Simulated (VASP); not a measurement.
**SrO: single point with PBEsol**

The system is SrO.

```
Sr O
1.0
     3.62298    0.00000    0.00000
    -1.81149    3.13759    0.00000
     0.00000    0.00000    6.33924
Sr O
2 2
Direct
  0.66667 0.33333 0.75000
  0.33333 0.66667 0.25000
  0.00000 0.00000 0.50000
  0.00000 0.00000 0.00000
```

This cell differs from its parent crystal: volume scaled by 1.06.

* Program: VASP 6.6.1
* Task: single point
* Functional: PBEsol
* Potentials or basis: VASP PAW PBE potentials, release 64 (Sr_sv, O)
* Cutoff: 520 eV
* k mesh: 9 × 9 × 5
* Occupations: fermi-dirac, width 0.05 eV
* Spin: no spin polarisation
* Dipole correction: no
* Further INCAR settings: ALGO = Normal; EDIFF = 1e-06; NBANDS = 24

| Quantity | Value |
| --- | --- |
| Pressure | -6.0 GPa |
| Band gap on the k mesh | 2.61 eV, direct |

Stress tensor (GPa, compression positive):
```
-5.60  0.00  0.00
 0.00 -5.60  0.00
 0.00  0.00 -6.89
```

Levels at points of the mesh, in eV from the valence-band top:
| k point | band 13 | band 14 | band 15 | band 16 | band 17 | band 18 | band 19 | band 20 |
| --- | --- | --- | --- | --- | --- | --- | --- | --- |
| (0.00, 0.00, 0.00) | -0.95 | -0.70 | -0.70 | 0.00 | 2.61 | 4.80 | 5.00 | 6.01 |

Run time: 23 s on 1 thread of Intel(R) Xeon(R) 6975P-C (Granite Rapids), on a shared host, peak memory 0.21 GiB.

Caveat: the PAW data sets were made with another functional, which shifts forces and pressure a little. A k mesh can miss the band edges.
